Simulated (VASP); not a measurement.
# Si (P6_3/mmc) in VASP: relaxation of cell and atoms with PBE

Aim: the relaxation of cell and atoms of Si with PBE.

Program: VASP 6.6.1. These are calculated values, not measurements. Logs are shortened: lines on timing, memory, paths and dates and some standing lists are left out, and cuts for length are marked.

## 1. The cell of the first run

The structure is hexagonal, space group P6_3/mmc (No. 194). Conventional cell: a = 3.898 Å, b = 3.898 Å, c = 27.606 Å, α = 90.00°, β = 90.00°, γ = 120.00°. Si (site symmetry 3m) has 3 Si at 2.34 Å within 3.1 Å. Within 3.1 Å of Si (site symmetry 3m) lie 4 Si at 2.34 to 2.64 Å. Within 3.0 Å of Si (site symmetry -6m2) lie 3 Si at 2.25 Å. Si (site symmetry -6m2) has 5 Si at 2.25 to 2.64 Å within 3.0 Å.

This isn't the form of Si at room conditions, which is diamond.

## 2. Relaxation of cell and atoms, PBE

Contents of INCAR:

```
  PREC = Accurate
  ENCUT = 600
  EDIFF = 1E-7
  ISMEAR = 0
  SIGMA = 0.1
  LREAL = False
  LASPH = True
  NELM = 100
  ALGO = Fast
  ISIF = 3
  LWAVE = False
  LCHARG = False
  GGA = PE
  IBRION = 2
  NSW = 100
  EDIFFG = -0.01
```

Contents of KPOINTS:

```
Automatic mesh
0
Gamma
  12 12 2
```

Contents of POSCAR:

```
Si
1.0
    3.8980966268      0.0000000000      0.0000000000
   -1.9490483134      3.3758507052      0.0000000000
    0.0000000000      0.0000000000     27.6056124829
Si
12
Direct
    0.6666666667      0.3333333333      0.6306984981
    0.6666666667      0.3333333333      0.1542660443
    0.6666666667      0.3333333333      0.3457339557
    0.6666666667      0.3333333333      0.8693015019
    0.0000000000      0.0000000000      0.2500000000
    0.3333333333      0.6666666667      0.8457339557
    0.0000000000      0.0000000000      0.7500000000
    0.6666666667      0.3333333333      0.2500000000
    0.3333333333      0.6666666667      0.3693015019
    0.3333333333      0.6666666667      0.7500000000
    0.3333333333      0.6666666667      0.1306984981
    0.3333333333      0.6666666667      0.6542660443
```

Potentials or basis: VASP PAW PBE potentials, release 64 (Si).

The run is started by

```console
cat potpaw_PBE.64/Si/POTCAR > POTCAR
mpirun -np 1 vasp_std > vasp.out
```

OUTCAR:

```text
PREC = Accurate
   ENCUT = 600
   EDIFF = 1E-7
   ISMEAR = 0
   LREAL = False
   LASPH = True
   NELM = 100
   ISIF = 3
   GGA = PE
   IBRION = 2
   NSW = 100
   EDIFFG = -0.01

 ion  position               nearest neighbor table
   1  0.667  0.333  0.631-  12 2.34  12 2.34  12 2.34
   2  0.667  0.333  0.154-  11 2.34  11 2.34  11 2.34   8 2.64
   3  0.667  0.333  0.346-   9 2.34   9 2.34   9 2.34   8 2.64
   4  0.667  0.333  0.869-   6 2.34   6 2.34   6 2.34
   5  0.000  0.000  0.250-   8 2.25   8 2.25   8 2.25
   6  0.333  0.667  0.846-   4 2.34   4 2.34   4 2.34  10 2.64
   7  0.000  0.000  0.750-  10 2.25  10 2.25  10 2.25
   8  0.667  0.333  0.250-   5 2.25   5 2.25   5 2.25   2 2.64   3 2.64
   9  0.333  0.667  0.369-   3 2.34   3 2.34   3 2.34
  10  0.333  0.667  0.750-   7 2.25   7 2.25   7 2.25  12 2.64   6 2.64
  11  0.333  0.667  0.131-   2 2.34   2 2.34   2 2.34
  12  0.333  0.667  0.654-   1 2.34   1 2.34   1 2.34  10 2.64

  LATTYP: Found a hexagonal cell.
 ALAT       =     3.8980966268
 C/A-ratio  =     7.0818184170

  Lattice vectors:

 A1 = (   3.8980966268,   0.0000000000,   0.0000000000)
 A2 = (  -1.9490483134,   3.3758507052,   0.0000000000)
 A3 = (   0.0000000000,   0.0000000000,  27.6056124829)

Analysis of symmetry for initial positions (statically):
=====================================================================
 Subroutine PRICEL returns:
 Original cell was already a primitive cell.

 Routine SETGRP: Setting up the symmetry group for a
 hexagonal supercell.

 Subroutine GETGRP returns: Found 24 space group operations
 (whereof 12 operations were pure point group operations)
 out of a pool of 24 trial point group operations.

The static configuration has the point symmetry D_3d.
 The point group associated with its full space group is D_6h.

Analysis of symmetry for dynamics (positions and initial velocities):
=====================================================================
 Subroutine PRICEL returns:
 Original cell was already a primitive cell.

 Routine SETGRP: Setting up the symmetry group for a
 hexagonal supercell.

 Subroutine GETGRP returns: Found 24 space group operations
 (whereof 12 operations were pure point group operations)
 out of a pool of 24 trial point group operations.

The dynamic configuration has the point symmetry D_3d.
 The point group associated with its full space group is D_6h.

 Subroutine INISYM returns: Found 24 space group operations
 (whereof 12 operations are pure point group operations),
 and found     1 'primitive' translations

----------------------------------------------------------------------------------------

                                     Primitive cell

  volume of cell :     363.2731

  direct lattice vectors                    reciprocal lattice vectors
     3.898096627  0.000000000  0.000000000     0.256535457  0.148110815  0.000000000
    -1.949048313  3.375850705  0.000000000     0.000000000  0.296221630  0.000000000
     0.000000000  0.000000000 27.605612483     0.000000000  0.000000000  0.036224518

  length of vectors
     3.898096627  3.898096627 27.605612483     0.296221630  0.296221630  0.036224518

  position of ions in fractional coordinates (direct lattice)
     0.666666667  0.333333333  0.630698498
     0.666666667  0.333333333  0.154266044
     0.666666667  0.333333333  0.345733956
     0.666666667  0.333333333  0.869301502
     0.000000000  0.000000000  0.250000000
     0.333333333  0.666666667  0.845733956
     0.000000000  0.000000000  0.750000000
     0.666666667  0.333333333  0.250000000
     0.333333333  0.666666667  0.369301502
     0.333333333  0.666666667  0.750000000
     0.333333333  0.666666667  0.130698498
     0.333333333  0.666666667  0.654266044

  ion indices of the primitive-cell ions
   primitive index   ion index
                 1           1
                 2           2
                 3           3
                 4           4
                 5           5
                 6           6
                 7           7
                 8           8
                 9           9
                10          10
                11          11
                12          12

----------------------------------------------------------------------------------------

 KPOINTS: Automatic mesh

Automatic generation of k-mesh.
 Grid dimensions read from file:
 generate k-points for:   12   12    2

 Generating k-lattice:

  Cartesian coordinates                     Fractional coordinates (reciprocal lattice)
     0.021377955  0.012342568  0.000000000     0.083333333 -0.000000000  0.000000000
     0.000000000  0.024685136  0.000000000     0.000000000  0.083333333  0.000000000
     0.000000000  0.000000000  0.018112259     0.000000000  0.000000000  0.500000000

  Length of vectors
     0.024685136  0.024685136  0.018112259

  Shift w.r.t. Gamma in fractional coordinates (k-lattice)
     0.000000000  0.000000000  0.000000000

 Subroutine IBZKPT returns following result:
 ===========================================

 Found     38 irreducible k-points:

 Following reciprocal coordinates:
            Coordinates               Weight
  0.000000  0.000000  0.000000      1.000000
  0.083333  0.000000  0.000000      6.000000
  0.166667  0.000000  0.000000      6.000000
  0.250000  0.000000  0.000000      6.000000
  0.333333 -0.000000  0.000000      6.000000
  0.416667  0.000000  0.000000      6.000000
[... 16 lines left out ...]
  0.250000  0.000000  0.500000      6.000000
  0.333333 -0.000000  0.500000      6.000000
 [... further k-points ...]
   k-points           NKPTS =     38   k-points in BZ     NKDIM =     38   number of bands    NBANDS=     31
   number of dos      NEDOS =    301   number of ions     NIONS =     12
   total plane-waves  NPLWV = 229376
   dimension x,y,z NGX =    32 NGY =   32 NGZ =  224
   dimension x,y,z NGXF=    64 NGYF=   64 NGZF=  448
   ions per type =              12
   NGX,Y,Z   is equivalent  to a cutoff of  13.65, 13.65, 13.49 a.u.
   NGXF,Y,Z  is equivalent  to a cutoff of  27.29, 27.29, 26.98 a.u.
 SYSTEM =  unknown system
   PREC   = accura    normal or accurate (medium, high low for compatibility)
   ISTART =      0    job   : 0-new  1-cont  2-samecut
   ICHARG =      2    charge: 1-file 2-atom 10-const
   ISPIN  =      1    spin polarized calculation?
   LNONCOLLINEAR =      F non collinear calculations
   LSORBIT =      F    spin-orbit coupling
   LASPH  =      T    aspherical Exc in radial PAW
   ENCUT  =  600.0 eV  44.10 Ry    6.64 a.u.   7.79  7.79 55.14*2*pi/ulx,y,z
   NELM   =    100;   NELMIN=  2; NELMDL= -5     # of ELM steps
   EDIFF  = 0.1E-06   stopping-criterion for ELM
   LREAL  =      F    real-space projection
   EDIFFG = -.1E-01   stopping-criterion for IOM
   NSW    =    100    number of steps for IOM
   IBRION =      2    ionic relax: 0-MD 1-quasi-New 2-CG
   NFREE  =      1    steps in history (QN), initial steepest desc. (CG)
   ISIF   =      3    stress and relaxation
   ISYM   =      2    0-nonsym 1-usesym 2-fastsym
   POTIM  = 0.5000    time-step for ionic-motion
   TEBEG  =    0.0;   TEEND  =   0.0 temperature during run
   PSTRESS=    0.0 pullay stress
   NELECT =      48.0000    total number of electrons
   NUPDOWN=      -1.0000    fix difference up-down
   EMIN   =  10.00;   EMAX   =-10.00  energy-range for DOS
   EFERMI =   0.00;   METHOD = LEGACY
   ISMEAR =     0;   SIGMA  =   0.10  broadening in eV -4-tet -1-fermi 0-gaus
   EFERMI_NEDOS =   21; number of points for ismear=-14 and -15
   IALGO  =     68    algorithm
   IMIX   =      4    mixing-type and parameters
     AMIX     =   0.40;   BMIX     =  1.00
     AMIX_MAG =   1.60;   BMIX_MAG =  1.00
  volume/ion in A,a.u.               =      30.27       204.29
  Fermi-wavevector in a.u.,A,eV,Ry     =   0.833830  1.575710  9.459756  0.695272
  Thomas-Fermi vector in A             =   1.947120
   LORBIT       =      0    0 simple, 1 ext, 2 COOP (PROOUT), +10 PAW based schemes
   GGA     = PE    functional components
   LHFCALC =     F    Hartree Fock is set to
   AEXX    =    0.0000 exact exchange contribution
   IVDW    =     0    specifies the selected vdW correction
   LEPSILON=     F    determine dielectric tensor
   LRPA    =     F    only Hartree local field effects (RPA)
 conjugate gradient relaxation of ions
 non-spin polarized calculation
 RMM-DIIS sequential band-by-band and
 Gauss-broadening in eV      SIGMA  =   0.10
  energy-cutoff  :      600.00
  volume of cell :      363.27
 maximum number of plane-waves:     12168
 NGX is ok and might be reduce to    32
   NGX = 15   NGY = 15   NGZ =111

--------------------------------------- Ionic step        1  -------------------------------------------

 number of electron      47.9999999 magnetization

 Free energy of the ion-electron system (eV)
  ---------------------------------------------------
  ext. energy  EPLUGINS =         0.00000000
  ---------------------------------------------------
  free energy    TOTEN  =       -58.16778294 eV

  energy without entropy =      -58.12430107  energy(sigma->0) =      -58.14604200

------------------------ aborting loop because EDIFF is reached ----------------------------------------

  FORCE on cell =-STRESS in cart. coord.  units (eV):
  Direction    XX          YY          ZZ          XY          YZ          ZX
  --------------------------------------------------------------------------------------
  -------------------------------------------------------------------------------------
  Total        0.5382956      0.5382956      1.2527310      0.0000000     -0.0000000      0.0000000
  in kB        2.3740955      2.3740955      5.5250368      0.0000000     -0.0000000      0.0000000
  external PRESSURE =       3.4244093 kB  Pullay stress =       0.0000000 kB
[... 119 lines left out ...]
  FREE ENERGIE OF THE ION-ELECTRON SYSTEM (eV)
  ---------------------------------------------------
  free  energy   TOTEN  =       -58.1738051193 eV

  energy  without entropy=      -58.1312396109  energy(sigma->0) =      -58.15252237

[... ionic steps 4 to 9 ...]

--------------------------------------- Ionic step       10  -------------------------------------------

 number of electron      47.9999999 magnetization

------------------------ aborting loop because EDIFF is reached ----------------------------------------

  FORCE on cell =-STRESS in cart. coord.  units (eV):
  Direction    XX          YY          ZZ          XY          YZ          ZX
  --------------------------------------------------------------------------------------
  -------------------------------------------------------------------------------------
  Total        0.1163829      0.1163829      0.0342519      0.0000000     -0.0000000      0.0000000
  in kB        0.5015529      0.5015529      0.1476088      0.0000000     -0.0000000      0.0000000
  external PRESSURE =       0.3835715 kB  Pullay stress =       0.0000000 kB
[... 77 lines left out ...]
  energy  without entropy=      -58.1654454208  energy(sigma->0) =      -58.17859111

--------------------------------------- Ionic step       12  -------------------------------------------

 number of electron      47.9999999 magnetization

 Free energy of the ion-electron system (eV)
  ---------------------------------------------------
  ext. energy  EPLUGINS =         0.00000000
  ---------------------------------------------------
  free energy    TOTEN  =       -58.19178150 eV

  energy without entropy =      -58.16523935  energy(sigma->0) =      -58.17851043

 E-fermi :   2.1244     XC(G=0):  -7.0304

 val. band max:        2.0971360264   @ k =   0.2500   0.1667   0.0000
 cond. band min:       2.1384416673   @ k =   0.1667   0.1667   0.0000
 fundamental gap:      0.0413056408
 Fermi energy:         2.1243967940

 k-point     1 :       0.0000    0.0000    0.0000
  band No.  band energies     occupation
      1     -10.0246      2.00000
      2     -10.0246      2.00000
      3      -8.6197      2.00000
      4      -8.6196      2.00000
      5      -8.1009      2.00000
      6      -8.1008      2.00000
[... 805 lines left out ...]
     30       3.8584      0.00000
     31       4.3661      0.00000

 [... further k-points ...]
[... 5 lines left out ...]
  --------------------------------------------------------------------------------------
  -------------------------------------------------------------------------------------
  Total       -0.0420813     -0.0420813      0.0613388      0.0000000      0.0000000      0.0000000
  in kB       -0.1812193     -0.1812193      0.2641499      0.0000000      0.0000000      0.0000000
  external PRESSURE =      -0.0327629 kB  Pullay stress =       0.0000000 kB
[... 27 lines left out ...]
  FREE ENERGIE OF THE ION-ELECTRON SYSTEM (eV)
  ---------------------------------------------------
  free  energy   TOTEN  =       -58.1917815034 eV

  energy  without entropy=      -58.1652393498  energy(sigma->0) =      -58.17851043

 reached required accuracy - stopping structural energy minimisation
```

Run time: 2.2 h. Hardware: 1 thread of Oxide Virtual Turin-like, shared host; peak memory 0.74 GiB.

Results:

- Free energy: -58.1918 eV
- Relaxed cell: a = 3.890 Å, b = 3.890 Å, c = 28.392 Å, α = 90.00°, β = 90.00°, γ = 120.00°
- Space group after relaxing (to 0.1 Å): P6_3/mmc (No. 194)
- Energy gained by relaxing: 2.0 meV/atom
- Ionic steps: 12
- Pressure after relaxing: 0.0 GPa
- Largest force after relaxing: 0.005 eV/Å
- Band gap on the k mesh: zero (bands 24 and 25 overlap by 0.39 eV)

Forces in eV/Å, atoms in the order of the input:
```
Si   0.000  0.000 -0.005
Si   0.000  0.000 -0.005
Si   0.000  0.000  0.005
Si   0.000  0.000  0.005
Si   0.000  0.000  0.000
Si   0.000  0.000  0.005
Si   0.000  0.000  0.000
Si   0.000  0.000  0.000
Si   0.000  0.000  0.005
Si   0.000  0.000  0.000
Si   0.000  0.000 -0.005
Si   0.000  0.000 -0.005
```

The path:
| step | energy change (eV) | largest force (eV/Å) | pressure (GPa) | volume (Å³) |
| --- | --- | --- | --- | --- |
| 1 | 0.0000 | 0.0664 | 0.34 | 363.27 |
| 2 | -0.0058 | 0.0457 | -0.08 | 366.68 |
| 3 | -0.0060 | 0.0471 | -0.18 | 367.56 |
| 4 | -0.0108 | 0.0439 | -0.17 | 368.42 |
| 5 | -0.0214 | 0.0366 | -0.12 | 370.99 |
| 6 | -0.0122 | 0.0965 | 0.06 | 376.02 |
| 7 | -0.0234 | 0.0335 | -0.08 | 372.43 |
| 8 | -0.0235 | 0.0335 | -0.07 | 372.55 |
| 9 | -0.0238 | 0.0196 | 0.05 | 371.68 |
| 10 | -0.0238 | 0.0212 | 0.04 | 371.78 |
| 11 | -0.0240 | 0.0135 | 0.02 | 371.90 |
| 12 | -0.0240 | 0.0046 | 0.00 | 372.04 |

Final structure:
```
Si
1.0
     3.88989    0.00000    0.00000
    -1.94494    3.36874    0.00000
     0.00000    0.00000   28.39167
Si
12
Cartesian
  1.9449 1.1229 17.8936
  1.9449 1.1229 4.3606
  1.9449 1.1229 9.8352
  1.9449 1.1229 24.6939
  0.0000 0.0000 7.0979
  0.0000 2.2458 24.0311
  0.0000 0.0000 21.2938
  1.9449 1.1229 7.0979
  0.0000 2.2458 10.4981
  0.0000 2.2458 21.2938
  0.0000 2.2458 3.6977
  0.0000 2.2458 18.5564
```

Caveat: the relaxation moved the vacuum too, so the length across it says nothing of the material.

The gap in the log of VASP goes by the Fermi energy; the results here count the filled bands.